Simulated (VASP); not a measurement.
Wanted: the native input for a VASP 6.6.1 run.

```
Task                   : single point
Functional             : LDA
Potentials or basis    : VASP PAW LDA potentials, release 64 (Cd, Te)
Cutoff                 : 520 eV
k mesh                 : 12 × 12 × 12
Occupations            : fermi-dirac, width 0.05 eV
Spin                   : no spin polarisation
Dipole correction      : no
Further INCAR settings : ALGO = Normal; EDIFF = 1e-06; NBANDS = 16
```

The structure of CdTe (zincblende type) lies in POSCAR:

```
CdTe
1.0
    0.0000000000      2.6248585210      2.6248585210
    2.6248585210      0.0000000000      2.6248585210
    2.6248585210      2.6248585210      0.0000000000
Cd Te
1 1
Direct
    0.0000000000      0.0000000000      0.0000000000
    0.2500000000      0.2500000000      0.2500000000
```

The input as run:

INCAR

```
SYSTEM = CdTe
ALGO = Normal
EDIFF = 1E-6
ENCUT = 520
ISIF = 2
ISMEAR = -1
LASPH = .True.
LCHARG = .False.
LREAL = .False.
LWAVE = .False.
NBANDS = 16
NELM = 100
PREC = Accurate
SIGMA = 0.05
```

KPOINTS

```
k-points
0
Gamma
  12 12 12
  0 0 0
```

Potentials or basis: VASP PAW LDA potentials, release 64 (Cd, Te).

The run is started by

```sh
$ cat potpaw_LDA.64/Cd/POTCAR potpaw_LDA.64/Te/POTCAR > POTCAR
$ mpirun -np 1 vasp_std > vasp.out
```

It gave:

```
Pressure               : 117.7 GPa
Band gap on the k mesh : 0.36 eV (least direct gap 2.22 eV)
```

Caveat: the cell stands under pressure; spin-orbit coupling is left out, which moves the levels of the heavy elements.

Run time: 40 s on 1 thread of Intel Xeon 8259CL, on a shared host, peak memory 0.17 GiB.
